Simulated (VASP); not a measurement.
# Ru (P6_3/mmc) in VASP: notebook

The runs below take Ru through single point, relaxation of cell and atoms, with r2SCAN.

All numbers are computed with VASP 6.6.1; they aren't measurements. Logs are shortened: lines on timing, memory, paths and dates and some standing lists are left out, and cuts for length are marked.

## 1. The cell of the first run

It takes space group P6_3/mmc (No. 194, hexagonal). Conventional cell: a = 2.705 Å, b = 2.705 Å, c = 4.258 Å, α = 90.00°, β = 90.00°, γ = 120.00°. Ru (site symmetry -6m2) has 12 Ru at 2.64 to 2.70 Å within 3.5 Å.

## 2. Single point, r2SCAN

Input file POSCAR:

```
Ru
1.0
    2.7048846507      0.0000000000      0.0000000000
   -1.3524423253      2.3424988218      0.0000000000
    0.0000000000      0.0000000000      4.2583580785
Ru
2
Direct
    0.3333333333      0.6666666667      0.2500000000
    0.6666666667      0.3333333333      0.7500000000
```

Input file INCAR.step1:

```
  ALGO = Normal
  EDIFF = 1E-5
  ENCUT = 550
  GGA = PE
  GGA_COMPAT = False
  ISMEAR = -1
  LASPH = True
  LCHARG = False
  LREAL = False
  LWAVE = True
  NBANDS = 21
  NELM = 120
  PREC = Accurate
  SIGMA = 0.05
```

Input file INCAR.step2:

```
  ALGO = Normal
  EDIFF = 1E-6
  ENCUT = 550
  GGA_COMPAT = False
  ISIF = 2
  ISMEAR = -1
  ISTART = 1
  LASPH = True
  LCHARG = False
  LMIXTAU = True
  LREAL = False
  LWAVE = False
  METAGGA = R2SCAN
  NBANDS = 21
  NELM = 120
  PREC = Accurate
  SIGMA = 0.05
```

Input file KPOINTS:

```
k-points
0
Gamma
  16 16 8
```

Potentials or basis: VASP PAW PBE potentials, release 64 (Ru_pv).

The run is started by

```
cat potpaw_PBE.64/Ru_pv/POTCAR > POTCAR
cp INCAR.step1 INCAR
mpirun -np 1 vasp_std > vasp.out
cp INCAR.step2 INCAR
mpirun -np 1 vasp_std > vasp.out
```

OUTCAR:

```text
EDIFF = 1E-6
   ENCUT = 550
   ISIF = 2
   ISMEAR = -1
   ISTART = 1
   LASPH = True
   LREAL = False
   METAGGA = R2SCAN
   NELM = 120
   PREC = Accurate

 ion  position               nearest neighbor table
   1  0.333  0.667  0.250-   2 2.64   2 2.64   2 2.64   2 2.64   2 2.64   2 2.64
   2  0.667  0.333  0.750-   1 2.64   1 2.64   1 2.64   1 2.64   1 2.64   1 2.64

  LATTYP: Found a hexagonal cell.
 ALAT       =     2.7048846507
 C/A-ratio  =     1.5743215066

  Lattice vectors:

 A1 = (   2.7048846507,   0.0000000000,   0.0000000000)
 A2 = (  -1.3524423253,   2.3424988218,   0.0000000000)
 A3 = (   0.0000000000,   0.0000000000,   4.2583580785)

Analysis of symmetry for initial positions (statically):
=====================================================================
 Subroutine PRICEL returns:
 Original cell was already a primitive cell.

 Routine SETGRP: Setting up the symmetry group for a
 hexagonal supercell.

 Subroutine GETGRP returns: Found 24 space group operations
 (whereof 12 operations were pure point group operations)
 out of a pool of 24 trial point group operations.

The static configuration has the point symmetry D_3d.
 The point group associated with its full space group is D_6h.

Analysis of symmetry for dynamics (positions and initial velocities):
=====================================================================
 Subroutine PRICEL returns:
 Original cell was already a primitive cell.

 Routine SETGRP: Setting up the symmetry group for a
 hexagonal supercell.

 Subroutine GETGRP returns: Found 24 space group operations
 (whereof 12 operations were pure point group operations)
 out of a pool of 24 trial point group operations.

The dynamic configuration has the point symmetry D_3d.
 The point group associated with its full space group is D_6h.

 Subroutine INISYM returns: Found 24 space group operations
 (whereof 12 operations are pure point group operations),
 and found     1 'primitive' translations

----------------------------------------------------------------------------------------

                                     Primitive cell

  volume of cell :      26.9818

  direct lattice vectors                    reciprocal lattice vectors
     2.704884651  0.000000000  0.000000000     0.369701532  0.213447279  0.000000000
    -1.352442325  2.342498822  0.000000000     0.000000000  0.426894558  0.000000000
     0.000000000  0.000000000  4.258358078     0.000000000  0.000000000  0.234832295

  length of vectors
     2.704884651  2.704884651  4.258358078     0.426894558  0.426894558  0.234832295

  position of ions in fractional coordinates (direct lattice)
[... 79 lines left out ...]
   EDIFF  = 0.1E-05   stopping-criterion for ELM
   LREAL  =      F    real-space projection
   EDIFFG = 0.1E-04   stopping-criterion for IOM
   NSW    =      0    number of steps for IOM
   IBRION =     -1    ionic relax: 0-MD 1-quasi-New 2-CG
   NFREE  =      0    steps in history (QN), initial steepest desc. (CG)
   ISIF   =      2    stress and relaxation
   ISYM   =      2    0-nonsym 1-usesym 2-fastsym
   POTIM  = 0.5000    time-step for ionic-motion
   TEBEG  =    0.0;   TEEND  =   0.0 temperature during run
   PSTRESS=    0.0 pullay stress
   NELECT =      28.0000    total number of electrons
   NUPDOWN=      -1.0000    fix difference up-down
   EMIN   =  10.00;   EMAX   =-10.00  energy-range for DOS
   EFERMI =   0.00;   METHOD = LEGACY
   ISMEAR =    -1;   SIGMA  =   0.05  broadening in eV -4-tet -1-fermi 0-gaus
   EFERMI_NEDOS =   21; number of points for ismear=-14 and -15
   IALGO  =     38    algorithm
   IMIX   =      4    mixing-type and parameters
     AMIX     =   0.40;   BMIX     =  1.00
     AMIX_MAG =   1.60;   BMIX_MAG =  1.00
  volume/ion in A,a.u.               =      13.49        91.04
  Fermi-wavevector in a.u.,A,eV,Ry     =   1.657438  3.132104 37.376594  2.747102
  Thomas-Fermi vector in A             =   2.745191
   LORBIT       =      0    0 simple, 1 ext, 2 COOP (PROOUT), +10 PAW based schemes
   METAGGA = R2SCAN    functional components
   LHFCALC =     F    Hartree Fock is set to
   AEXX    =    0.0000 exact exchange contribution
   IVDW    =     0    specifies the selected vdW correction
   LEPSILON=     F    determine dielectric tensor
   LRPA    =     F    only Hartree local field effects (RPA)
 non-spin polarized calculation
  energy-cutoff  :      550.00
  volume of cell :       26.98
 maximum number of plane-waves:       808
 NGX is ok and might be reduce to    24
   NGX = 11   NGY = 11   NGZ = 17

 number of electron      28.0000000 magnetization

 Free energy of the ion-electron system (eV)
  ---------------------------------------------------
  ext. energy  EPLUGINS =         0.00000000
  ---------------------------------------------------
  free energy    TOTEN  =       -50.86475585 eV

  energy without entropy =      -50.85314748  energy(sigma->0) =      -50.85895167

 E-fermi :  12.8905     XC(G=0): -15.4524

 val. band max:       12.8755836318   @ k =   0.0625   0.0000   0.0000
 cond. band min:      12.9255592207   @ k =   0.3125   0.1250   0.2500
 fundamental gap:      0.0499755890
 Fermi energy:        12.8904616155

 k-point     1 :       0.0000    0.0000    0.0000
  band No.  band energies     occupation
      1     -32.2744      2.00000
      2     -31.2463      2.00000
      3     -31.2463      2.00000
      4     -31.0547      2.00000
      5     -31.0547      2.00000
      6     -31.0017      2.00000
[... 565 lines left out ...]
     20      23.6174      0.00000
     21      24.3608      0.00000

 [... further k-points ...]

------------------------ aborting loop because EDIFF is reached ----------------------------------------

  FORCE on cell =-STRESS in cart. coord.  units (eV):
  Direction    XX          YY          ZZ          XY          YZ          ZX
  --------------------------------------------------------------------------------------
  -------------------------------------------------------------------------------------
  Total        0.2489385      0.2489385      0.2757216      0.0000000      0.0000000     -0.0000000
  in kB       14.7819689     14.7819689     16.3723524      0.0000000      0.0000000     -0.0000000
  external PRESSURE =      15.3120967 kB  Pullay stress =       0.0000000 kB

 VOLUME and BASIS-vectors are now :
 -----------------------------------------------------------------------------
  energy-cutoff  :      550.00
  volume of cell :       26.98
      direct lattice vectors                 reciprocal lattice vectors
     2.704884651  0.000000000  0.000000000     0.369701532  0.213447279  0.000000000
    -1.352442325  2.342498822  0.000000000     0.000000000  0.426894558  0.000000000
     0.000000000  0.000000000  4.258358078     0.000000000  0.000000000  0.234832295

 POSITION                                       TOTAL-FORCE (eV/Angst)
 -----------------------------------------------------------------------------------
     -0.00000      1.56167      1.06459        -0.000000      0.000000      0.000000
      1.35244      0.78083      3.19377         0.000000     -0.000000      0.000000
 -----------------------------------------------------------------------------------
    total drift:                                0.000000     -0.000000      0.000000

  FREE ENERGIE OF THE ION-ELECTRON SYSTEM (eV)
  ---------------------------------------------------
  free  energy   TOTEN  =       -50.8647558479 eV

  energy  without entropy=      -50.8531474828  energy(sigma->0) =      -50.85895167
```

OUTCAR.step1:

```text
EDIFF = 1E-5
   ENCUT = 550
   GGA = PE
   ISMEAR = -1
   LASPH = True
[... 800 lines left out ...]
     -0.00000      1.56167      1.06459        -0.000000      0.000000      0.000000
      1.35244      0.78083      3.19377         0.000000     -0.000000      0.000000
 -----------------------------------------------------------------------------------
    total drift:                                0.000000     -0.000000      0.000000

  FREE ENERGIE OF THE ION-ELECTRON SYSTEM (eV)
  ---------------------------------------------------
  free  energy   TOTEN  =       -18.4664542792 eV

  energy  without entropy=      -18.4542860494  energy(sigma->0) =      -18.46037016
```

Run time: 7.7 min. Hardware: 1 thread of Oxide Virtual Turin-like, shared host; peak memory 0.18 GiB.

Results:

- Free energy: -50.8648 eV
- Pressure: 1.5 GPa
- Band gap on the k mesh: zero (bands 14 and 15 overlap by 3.33 eV)

Caveat: the PAW data sets were made with another functional, which shifts forces and pressure a little.

## 3. Relaxation of cell and atoms, r2SCAN

This run uses another cell than the first one, of 13.57 Å³/atom.

Input file POSCAR:

```
Ru
1.0
    2.7058000000      0.0000000000      0.0000000000
   -1.3529000000      2.3432915376      0.0000000000
    0.0000000000      0.0000000000      4.2819000000
Ru
2
Direct
    0.3333333333      0.6666666667      0.2500000000
    0.6666666667      0.3333333333      0.7500000000
```

Input file INCAR.step1:

```
ALGO = Normal
EDIFF = 1E-5
EDIFFG = -0.005
ENCUT = 550
GGA = PE
GGA_COMPAT = False
IBRION = 2
ISIF = 3
ISMEAR = -1
LASPH = True
LCHARG = False
LREAL = False
LWAVE = True
NELM = 120
NELMIN = 4
NSW = 100
PREC = Accurate
SIGMA = 0.05
```

Input file INCAR.step2:

```
ALGO = Normal
EDIFF = 1E-7
EDIFFG = -0.002
ENCUT = 550
GGA_COMPAT = False
IBRION = 2
ISIF = 3
ISMEAR = -1
ISTART = 1
LASPH = True
LCHARG = False
LMIXTAU = True
LREAL = False
LWAVE = False
METAGGA = R2SCAN
NELM = 120
NELMIN = 4
NSW = 100
PREC = Accurate
SIGMA = 0.05
```

KPOINTS is that of step 2.

Potentials or basis: VASP PAW PBE potentials, release 64 (Ru_pv).

The run is started by

```
cat potpaw_PBE.64/Ru_pv/POTCAR > POTCAR
cp INCAR.step1 INCAR
mpirun -np 1 vasp_std > vasp.out
cp INCAR.step2 INCAR
mpirun -np 1 vasp_std > vasp.out
```

Run time: 57 min. Hardware: 1 thread of Oxide Virtual Turin-like, shared host; peak memory 0.18 GiB.

It converged, with:

```yaml
Free_energy: -50.8654 eV
Relaxed_volume: 13.55 Å³/atom
Relaxed_cell: a = 2.709 Å, b = 2.709 Å, c = 4.265 Å, α = 90.00°, β = 90.00°, γ = 120.00°
Space_group_after_relaxing_to_0.1_Å: P6_3/mmc (No. 194)
Energy_gained_by_relaxing: 0.4 meV/atom
Ionic_steps: 5
Pressure_after_relaxing: 0.0 GPa
Band_gap_on_the_k_mesh: zero (bands 14 and 15 overlap by 3.31 eV)
```

Step by step:
```csv
step,energy change (eV),largest force (eV/Å),pressure (GPa),volume (Å³)
1,0.0000,0.0000,-0.65,27.15
2,0.0013,0.0000,2.26,26.93
3,-0.0008,0.0000,0.43,27.07
4,-0.0006,0.0000,-0.79,27.17
5,-0.0008,0.0000,0.01,27.10
```

Final structure:
```
CELL_PARAMETERS angstrom
2.70878 0.00000 0.00000
-1.35439 2.34587 0.00000
0.00000 0.00000 4.26503
ATOMIC_POSITIONS crystal
Ru 0.33333 0.66667 0.25000
Ru 0.66667 0.33333 0.75000
```

Levels at points of the mesh, in eV from the Fermi level:
| k point | band 10 | band 11 | band 12 | band 13 | band 14 | band 15 | band 16 | band 17 | band 18 |
| --- | --- | --- | --- | --- | --- | --- | --- | --- | --- |
| (0.00, 0.00, 0.00) | -2.76 | -2.52 | -2.04 | -2.04 | -1.55 | -1.55 | 1.19 | 1.19 | 1.37 |
| (0.50, 0.00, 0.00) | -3.24 | -2.20 | -1.94 | -1.60 | 1.41 | 1.86 | 1.97 | 4.19 | 6.37 |
| (0.00, 0.00, 0.50) | -2.95 | -2.95 | -2.95 | -2.85 | -2.85 | 0.52 | 0.52 | 0.52 | 0.52 |
| (0.50, 0.00, 0.50) | -4.78 | -1.18 | -1.18 | 0.42 | 0.42 | 1.68 | 1.68 | 3.50 | 3.50 |

Caveat: the PAW data sets were made with another functional, which shifts forces and pressure a little.

The gap in the log of VASP goes by the Fermi energy; the results here count the filled bands.